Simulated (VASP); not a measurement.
Au: single point with revPBE

The system is Au.

```
CELL_PARAMETERS angstrom
2.73248 0.00000 0.00000
0.00000 2.73248 0.00000
0.00000 0.00000 2.73248
ATOMIC_POSITIONS crystal
Au 0.00000 0.00000 0.00000
```

This cell differs from its parent crystal: volume scaled by 0.96.

```yaml
Program: VASP 6.6.1
Task: single point
Functional: revPBE
Potentials_or_basis: VASP PAW PBE potentials, release 64 (Au)
Cutoff: 520 eV
k_mesh: 13 × 13 × 13
Occupations: fermi-dirac, width 0.1 eV
Spin: no spin polarisation
```

The pressure is 4.1 GPa.

Levels at points of the mesh, in eV from the Fermi level:
```csv
k point,band 4,band 5,band 6,band 7,band 8,band 9
"(0.00, 0.00, 0.00)",-1.40,-1.40,-1.40,14.03,14.03,14.03
```

It took 7.2 s on 1 thread of Intel(R) Xeon(R) Platinum 8488C (Sapphire Rapids) (shared host), peak memory 0.13 GiB.

Caveat: the PAW data sets were made with another functional, which shifts forces and pressure a little; spin-orbit coupling is left out, which moves the levels of the heavy elements.
